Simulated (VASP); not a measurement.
# ZnO (P6_3mc) in VASP: a series of runs

ZnO is run at these levels: PBE, r2SCAN; tasks: single point.

All numbers are computed with VASP 6.6.1; they aren't measurements. Logs are shortened: lines on timing, memory, paths and dates and some standing lists are left out, and cuts for length are marked.

## (1) The cell of the first run

The structure is hexagonal, space group P6_3mc (No. 186). The conventional cell has a = 3.226 Å, b = 3.226 Å, c = 10.473 Å, α = 90.00°, β = 90.00°, γ = 120.00°. Zn (site symmetry 3m) has 4 O at 1.97 to 1.98 Å within 2.6 Å. Zn (site symmetry 3m) has 4 O at 1.97 Å within 2.6 Å. Within 2.6 Å of O (site symmetry 3m) lie 4 Zn at 1.97 to 1.98 Å. Within 2.6 Å of O (site symmetry 3m) lie 4 Zn at 1.97 Å.

## (2) Single point, PBE

Input file INCAR:

```
SYSTEM = ZnO
PREC     = Accurate       ! precision mode
ENCUT    = 520            ! plane-wave cutoff, eV
EDIFF    = 1E-6           ! SCF threshold, eV
ISMEAR   = -1             ! smearing method
SIGMA    = 0.02           ! smearing width, eV
LREAL    = .False.        ! projectors in reciprocal space
LASPH    = .True.         ! aspherical terms in the spheres
NELM     = 80             ! most SCF steps
ALGO     = Normal         ! electronic algorithm
ISIF     = 2              ! what is computed and relaxed
LWAVE    = .False.        ! write WAVECAR
LCHARG   = .True.         ! write CHGCAR
GGA      = PE             ! functional
LELF     = .True.         ! ELF
LVHAR    = .True.       
NBANDS   = 46             ! bands
```

Input file KPOINTS:

```
regular mesh
0
Gamma
  12 12 4
  0 0 0
```

Input file POSCAR:

```
ZnO
1.0
    3.2264991458      0.0000000000      0.0000000000
   -1.6132495729      2.7942302255      0.0000000000
    0.0000000000      0.0000000000     10.4726021224
Zn O
4 4
Direct
    0.0000000000      0.0000000000     -0.0006159388
    0.3333333333      0.6666666667      0.2495637837
    0.0000000000      0.0000000000      0.4993840612
    0.6666666667      0.3333333333      0.7495637837
    0.0000000000      0.0000000000      0.1881525690
    0.3333333333      0.6666666667      0.4378995862
    0.0000000000      0.0000000000      0.6881525690
    0.6666666667      0.3333333333      0.9378995862
```

Potentials or basis: VASP PAW PBE potentials, release 64 (Zn, O).

Run with:

```
cat potpaw_PBE.64/Zn/POTCAR potpaw_PBE.64/O/POTCAR > POTCAR
mpirun -np 1 vasp_std > vasp.out
```

OUTCAR:

```text
SYSTEM = ZnO
   PREC = Accurate
   ENCUT = 520
   EDIFF = 1E-6
   ISMEAR = -1
   LREAL = .False.
   LASPH = .True.
   NELM = 80
   ISIF = 2
   GGA = PE

 ion  position               nearest neighbor table
   1  0.000  0.000  0.999-   8 1.97   8 1.97   8 1.97   5 1.98
   2  0.333  0.667  0.250-   5 1.97   5 1.97   5 1.97   6 1.97
   3  0.000  0.000  0.499-   6 1.97   6 1.97   6 1.97   7 1.98
   4  0.667  0.333  0.750-   7 1.97   7 1.97   7 1.97   8 1.97
   5  0.000  0.000  0.188-   2 1.97   2 1.97   2 1.97   1 1.98
   6  0.333  0.667  0.438-   3 1.97   3 1.97   3 1.97   2 1.97
   7  0.000  0.000  0.688-   4 1.97   4 1.97   4 1.97   3 1.98
   8  0.667  0.333  0.938-   1 1.97   1 1.97   1 1.97   4 1.97

  LATTYP: Found a hexagonal cell.
 ALAT       =     3.2264991458
 C/A-ratio  =     3.2458096684

  Lattice vectors:

 A1 = (   3.2264991458,   0.0000000000,   0.0000000000)
 A2 = (  -1.6132495729,   2.7942302255,   0.0000000000)
 A3 = (   0.0000000000,   0.0000000000,  10.4726021224)

Analysis of symmetry for initial positions (statically):
=====================================================================
 Subroutine PRICEL returns:
 Original cell was already a primitive cell.

 Routine SETGRP: Setting up the symmetry group for a
 hexagonal supercell.

 Subroutine GETGRP returns: Found 12 space group operations
 (whereof  6 operations were pure point group operations)
 out of a pool of 24 trial point group operations.

The static configuration has the point symmetry C_3v.
 The point group associated with its full space group is C_6v.

Analysis of symmetry for dynamics (positions and initial velocities):
=====================================================================
 Subroutine PRICEL returns:
 Original cell was already a primitive cell.

 Routine SETGRP: Setting up the symmetry group for a
 hexagonal supercell.

 Subroutine GETGRP returns: Found 12 space group operations
 (whereof  6 operations were pure point group operations)
 out of a pool of 24 trial point group operations.

The dynamic configuration has the point symmetry C_3v.
 The point group associated with its full space group is C_6v.

 Subroutine INISYM returns: Found 12 space group operations
 (whereof  6 operations are pure point group operations),
 and found     1 'primitive' translations

----------------------------------------------------------------------------------------

                                     Primitive cell

  volume of cell :      94.4166

  direct lattice vectors                    reciprocal lattice vectors
     3.226499146  0.000000000  0.000000000     0.309933446  0.178940159  0.000000000
    -1.613249573  2.794230226  0.000000000     0.000000000  0.357880317  0.000000000
     0.000000000  0.000000000 10.472602122     0.000000000  0.000000000  0.095487252

  length of vectors
     3.226499146  3.226499146 10.472602122     0.357880317  0.357880317  0.095487252

  position of ions in fractional coordinates (direct lattice)
     0.000000000  0.000000000  0.999384061
     0.333333333  0.666666667  0.249563784
     0.000000000  0.000000000  0.499384061
     0.666666667  0.333333333  0.749563784
     0.000000000  0.000000000  0.188152569
     0.333333333  0.666666667  0.437899586
     0.000000000  0.000000000  0.688152569
     0.666666667  0.333333333  0.937899586

  ion indices of the primitive-cell ions
   primitive index   ion index
                 1           1
                 2           2
                 3           3
                 4           4
                 5           5
                 6           6
                 7           7
                 8           8

----------------------------------------------------------------------------------------

 KPOINTS: regular mesh

Automatic generation of k-mesh.
 Grid dimensions read from file:
 generate k-points for:   12   12    4

 Generating k-lattice:

  Cartesian coordinates                     Fractional coordinates (reciprocal lattice)
     0.025827787  0.014911680  0.000000000     0.083333333  0.000000000  0.000000000
     0.000000000  0.029823360  0.000000000     0.000000000  0.083333333  0.000000000
     0.000000000  0.000000000  0.023871813     0.000000000  0.000000000  0.250000000

  Length of vectors
     0.029823360  0.029823360  0.023871813

  Shift w.r.t. Gamma in fractional coordinates (k-lattice)
     0.000000000  0.000000000  0.000000000

 Subroutine IBZKPT returns following result:
 ===========================================

 Found     57 irreducible k-points:

 Following reciprocal coordinates:
            Coordinates               Weight
  0.000000  0.000000  0.000000      1.000000
  0.083333 -0.000000  0.000000      6.000000
  0.166667  0.000000  0.000000      6.000000
  0.250000  0.000000  0.000000      6.000000
  0.333333 -0.000000  0.000000      6.000000
  0.416667 -0.000000  0.000000      6.000000
[... 16 lines left out ...]
  0.250000  0.000000  0.250000     12.000000
  0.333333 -0.000000  0.250000     12.000000
 [... further k-points ...]
   k-points           NKPTS =     57   k-points in BZ     NKDIM =     57   number of bands    NBANDS=     46
   number of dos      NEDOS =    301   number of ions     NIONS =      8
   total plane-waves  NPLWV =  46080
   dimension x,y,z NGX =    24 NGY =   24 NGZ =   80
   dimension x,y,z NGXF=    48 NGYF=   48 NGZF=  160
   ions per type =               4   4
   NGX,Y,Z   is equivalent  to a cutoff of  12.37, 12.37, 12.70 a.u.
   NGXF,Y,Z  is equivalent  to a cutoff of  24.73, 24.73, 25.40 a.u.
 SYSTEM =  ZnO
   PREC   = accura    normal or accurate (medium, high low for compatibility)
   ISTART =      0    job   : 0-new  1-cont  2-samecut
   ICHARG =      2    charge: 1-file 2-atom 10-const
   ISPIN  =      1    spin polarized calculation?
   LNONCOLLINEAR =      F non collinear calculations
   LSORBIT =      F    spin-orbit coupling
   LASPH  =      T    aspherical Exc in radial PAW
   ENCUT  =  520.0 eV  38.22 Ry    6.18 a.u.   6.00  6.00 19.47*2*pi/ulx,y,z
   NELM   =     80;   NELMIN=  2; NELMDL= -5     # of ELM steps
   EDIFF  = 0.1E-05   stopping-criterion for ELM
   LREAL  =      F    real-space projection
   EDIFFG = 0.1E-04   stopping-criterion for IOM
   NSW    =      0    number of steps for IOM
   IBRION =     -1    ionic relax: 0-MD 1-quasi-New 2-CG
   NFREE  =      0    steps in history (QN), initial steepest desc. (CG)
   ISIF   =      2    stress and relaxation
   ISYM   =      2    0-nonsym 1-usesym 2-fastsym
   POTIM  = 0.5000    time-step for ionic-motion
   TEBEG  =    0.0;   TEEND  =   0.0 temperature during run
   PSTRESS=    0.0 pullay stress
   NELECT =      72.0000    total number of electrons
   NUPDOWN=      -1.0000    fix difference up-down
   EMIN   =  10.00;   EMAX   =-10.00  energy-range for DOS
   EFERMI =   0.00;   METHOD = LEGACY
   ISMEAR =    -1;   SIGMA  =   0.02  broadening in eV -4-tet -1-fermi 0-gaus
   EFERMI_NEDOS =   21; number of points for ismear=-14 and -15
   IALGO  =     38    algorithm
   IMIX   =      4    mixing-type and parameters
     AMIX     =   0.40;   BMIX     =  1.00
     AMIX_MAG =   1.60;   BMIX_MAG =  1.00
  volume/ion in A,a.u.               =      11.80        79.64
  Fermi-wavevector in a.u.,A,eV,Ry     =   1.495671  2.826409 30.436684  2.237033
  Thomas-Fermi vector in A             =   2.607786
   LORBIT       =      0    0 simple, 1 ext, 2 COOP (PROOUT), +10 PAW based schemes
   GGA     = PE    functional components
   LHFCALC =     F    Hartree Fock is set to
   AEXX    =    0.0000 exact exchange contribution
   IVDW    =     0    specifies the selected vdW correction
   LEPSILON=     F    determine dielectric tensor
   LRPA    =     F    only Hartree local field effects (RPA)
 non-spin polarized calculation
  energy-cutoff  :      520.00
  volume of cell :       94.42
 maximum number of plane-waves:      2586
 NGX is ok and might be reduce to    24
   NGX = 11   NGY = 11   NGZ = 39

 number of electron      72.0000035 magnetization

 Free energy of the ion-electron system (eV)
  ---------------------------------------------------
  ext. energy  EPLUGINS =         0.00000000
  ---------------------------------------------------
  free energy    TOTEN  =       -35.58877323 eV

  energy without entropy =      -35.58877323  energy(sigma->0) =      -35.58877323

 E-fermi :   1.6655     XC(G=0): -10.9609

 val. band max:        1.2799318173   @ k =   0.0000   0.0000   0.0000
 cond. band min:       2.0150530026   @ k =   0.0000   0.0000   0.0000
 fundamental gap:      0.7351211853
 Fermi energy:         1.6655062226

 k-point     1 :       0.0000    0.0000    0.0000
  band No.  band energies     occupation
      1     -16.8759      2.00000
      2     -16.5408      2.00000
      3     -16.5132      2.00000
      4     -16.1552      2.00000
      5      -4.7133      2.00000
      6      -4.6717      2.00000
[... 38 lines left out ...]
     45      14.3153      0.00000
     46      14.4556      0.00000

 k-point     2 :       0.0833   -0.0000    0.0000
  band No.  band energies     occupation
      1     -16.8367      2.00000
      2     -16.5109      2.00000
      3     -16.4833      2.00000
      4     -16.1372      2.00000
      5      -4.7319      2.00000
      6      -4.6937      2.00000
[... 38 lines left out ...]
     45      13.8914      0.00000
     46      14.1786      0.00000

 k-point     3 :       0.1667    0.0000    0.0000
  band No.  band energies     occupation
      1     -16.7260      2.00000
      2     -16.4283      2.00000
      3     -16.4009      2.00000
      4     -16.0891      2.00000
      5      -4.7896      2.00000
      6      -4.7508      2.00000
[... 1018 lines left out ...]
     45      12.1218      0.00000
     46      12.7518      0.00000

 k-point    24 :       0.3333   -0.0000    0.2500
  band No.  band energies     occupation
      1     -16.3728      2.00000
      2     -16.2615      2.00000
      3     -16.1017      2.00000
      4     -15.9919      2.00000
      5      -4.9117      2.00000
      6      -4.8600      2.00000
[... 38 lines left out ...]
     45      11.8526      0.00000
     46      12.5792      0.00000

 [... further k-points ...]

------------------------ aborting loop because EDIFF is reached ----------------------------------------

  FORCE on cell =-STRESS in cart. coord.  units (eV):
  Direction    XX          YY          ZZ          XY          YZ          ZX
  --------------------------------------------------------------------------------------
  -------------------------------------------------------------------------------------
  Total        4.1954231      4.1954231      4.2265328      0.0000000      0.0000000      0.0000000
  in kB       71.1931157     71.1931157     71.7210248      0.0000000      0.0000000      0.0000000
  external PRESSURE =      71.3690854 kB  Pullay stress =       0.0000000 kB

 VOLUME and BASIS-vectors are now :
 -----------------------------------------------------------------------------
  energy-cutoff  :      520.00
  volume of cell :       94.42
      direct lattice vectors                 reciprocal lattice vectors
     3.226499146  0.000000000  0.000000000     0.309933446  0.178940159  0.000000000
    -1.613249573  2.794230226  0.000000000     0.000000000  0.357880317  0.000000000
     0.000000000  0.000000000 10.472602122     0.000000000  0.000000000  0.095487252

 POSITION                                       TOTAL-FORCE (eV/Angst)
 -----------------------------------------------------------------------------------
      0.00000      0.00000     10.46615        -0.000000      0.000000      0.008584
     -0.00000      1.86282      2.61358         0.000000      0.000000     -0.004434
      0.00000      0.00000      5.22985         0.000000     -0.000000      0.008584
      1.61325      0.93141      7.84988        -0.000000     -0.000000     -0.004434
      0.00000      0.00000      1.97045        -0.000000      0.000000     -0.006696
     -0.00000      1.86282      4.58595        -0.000000      0.000000      0.002546
      0.00000      0.00000      7.20675         0.000000     -0.000000     -0.006696
      1.61325      0.93141      9.82225         0.000000     -0.000000      0.002546
 -----------------------------------------------------------------------------------
    total drift:                                0.000001      0.000002     -0.004614

  FREE ENERGIE OF THE ION-ELECTRON SYSTEM (eV)
  ---------------------------------------------------
  free  energy   TOTEN  =       -35.5887732282 eV

  energy  without entropy=      -35.5887732281  energy(sigma->0) =      -35.58877323
```

It took 6.3 min on 1 thread of Intel Xeon 8259CL, shared host; peak memory 0.32 GiB.

Results:

```yaml
Free_energy: -35.5888 eV
Pressure: 7.1 GPa
Largest_force: 0.009 eV/Å
Band_gap_on_the_k_mesh: 0.74 eV
```

Forces in eV/Å, atoms in the order of the input:
```
Zn   0.000  0.000  0.009
Zn   0.000  0.000 -0.004
Zn   0.000  0.000  0.009
Zn   0.000  0.000 -0.004
O    0.000  0.000 -0.007
O    0.000  0.000  0.003
O    0.000  0.000 -0.007
O    0.000  0.000  0.003
```

Caveat: the cell stands under pressure; semilocal functionals underestimate gaps, and a narrow one can read as zero.

(Continued in part 2 of 2.)
